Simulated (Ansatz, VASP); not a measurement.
# Two plane-wave programs on BaS

```
CELL_PARAMETERS angstrom
4.44219 0.00000 0.00000
-2.22110 3.84705 0.00000
0.00000 0.00000 7.78946
ATOMIC_POSITIONS crystal
Ba 0.00000 0.00000 0.00000
Ba 0.00000 0.00000 0.50000
S 0.33333 0.66667 0.25000
S 0.66667 0.33333 0.75000
```

Alike in both runs: task single point; functional r2SCAN; k mesh 6 × 6 × 4; no spin polarisation.

```csv
,VASP,Ansatz
version,VASP 6.6.1,Ansatz 0.2.0
potentials or method,"VASP PAW PBE potentials, release 64 (Ba_sv, S)","plane waves, PAW"
plane-wave cutoff (eV),520,500
occupations,"gaussian, width 0.01 eV",fixed
valence electrons in the cell,32,32
```

|  | VASP | Ansatz | Ansatz less VASP |
| --- | --- | --- | --- |
| gap on the k mesh at the Fermi level (eV) | 2.71 | 2.80 | +0.093 |
| pressure (GPa) | 0.6 | 0.0 | -0.61 |
| traceless stress, the component that is largest in VASP (GPa) | 0.11 | 0.00 | -0.105 |

VASP's potentials were made for PBE, not for r2SCAN.

Spin-orbit coupling is off throughout.
